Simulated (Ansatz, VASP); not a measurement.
TaN: VASP beside Ansatz

File INCAR:

```
SYSTEM = TaN
ALGO = Normal
EDIFF = 1E-7
ENCUT = 520
ISIF = 2
ISMEAR = 0
ISPIN = 2
LASPH = .TRUE.
LCHARG = .FALSE.
LDAU = .TRUE.
LDAUJ = 0 0
LDAUL = 2 -1
LDAUPRINT = 1
LDAUTYPE = 2
LDAUU = 4 0
LMAXMIX = 4
LORBIT = 11
LREAL = .FALSE.
LWAVE = .FALSE.
MAGMOM = 2 2 2 0 0 0
NBANDS = 37
NELM = 150
PREC = Accurate
SIGMA = 0.05
```

The input KPOINTS:

```
k-points
0
G
  4 4 7
  0 0 0
```

File POSCAR:

```
TaN
1.0
    5.1850002000      0.0000000000      0.0000000000
   -2.5925001000      4.4903418900      0.0000000000
    0.0000000000      0.0000000000      2.9080005300
Ta N
3 3
Direct
    0.0000000000      0.0000000000      0.0000000000
    0.3333333333      0.6666666667      0.5000000000
    0.6666666667      0.3333333333      0.5000000000
    0.5000000000      0.0000000000      0.0000000000
    0.5000000000      0.5000000000      0.0000000000
    0.0000000000      0.5000000000      0.0000000000
```

Input for Ansatz:

```yaml
crystal:
  lattice:
    - [5.1850002, 0.0, 0.0]
    - [-2.5925001, 4.49034189, 0.0]
    - [0.0, 0.0, 2.90800053]
  atoms:
    - { symbol: Ta, position: [0.0, 0.0, 0.0], spin: 2.0 }
    - { symbol: Ta, position: [0.3333333333, 0.6666666667, 0.5], spin: 2.0 }
    - { symbol: Ta, position: [0.6666666667, 0.3333333333, 0.5], spin: 2.0 }
    - { symbol: "N", position: [0.5, 0.0, 0.0] }
    - { symbol: "N", position: [0.5, 0.5, 0.0] }
    - { symbol: "N", position: [0.0, 0.5, 0.0] }
basis:
  ecutwfc: 420
  ecutrho_ratio: 4
kpoints:
  mp_grid: { grid: [4, 4, 7] }
hamiltonian:
  xc: lda
  hubbard:
    sites:
      - { site: 0, l: d, u_eff: 4.0 }
      - { site: 1, l: d, u_eff: 4.0 }
      - { site: 2, l: d, u_eff: 4.0 }
scf:
  occupations: { method: gaussian, width: 0.05 }
  lower_state_search: "off"
  max_iter: 150
output:
  forces: true
  stress: true
  eigenvalues: true
  populations: true
  hubbard: { sites: [{ site: 0, l: d }, { site: 1, l: d }, { site: 2, l: d }] }
magnetization:
  spin_polarized: true
```

Alike in both runs: task single point; functional LDA; k mesh 4 × 4 × 7; occupations gaussian, width 0.05 eV; collinear spin; Hubbard terms Ta d U = 4.0 eV.

|  | VASP | Ansatz |
| --- | --- | --- |
| version | VASP 6.6.1 | Ansatz 0.2.0 |
| potentials or method | VASP PAW LDA potentials, release 64 (Ta_pv, N), cutoff 520 eV | scalar-relativistic, plane waves, PAW |
| valence electrons in the cell | 48 | 54 |

```csv
,VASP,Ansatz,Ansatz less VASP
gap on the k mesh at the Fermi level (eV),none,none,-
pressure (GPa),9.0,-1.2,-10.20
"traceless stress, the component that is largest in VASP (GPa)",1.06,-3.45,-4.503
net moment per atom (μB),0.00,0.00,0.000
```

LDA's correlation is that of Perdew and Zunger in VASP and of Perdew and Wang (1992) in Ansatz. The programs project onto different local orbitals, so the same U acts differently, and such runs can settle in different states. A gap of «none» marks a metal or a gap that the smearing closes. VASP's potentials hold 48 valence electrons a cell and Ansatz's 54, so a difference there can come from the potentials and not from the codes. Ansatz's warnings: filled band counts differ across k points, seeded moment not kept.

Neither program's run includes spin-orbit coupling.
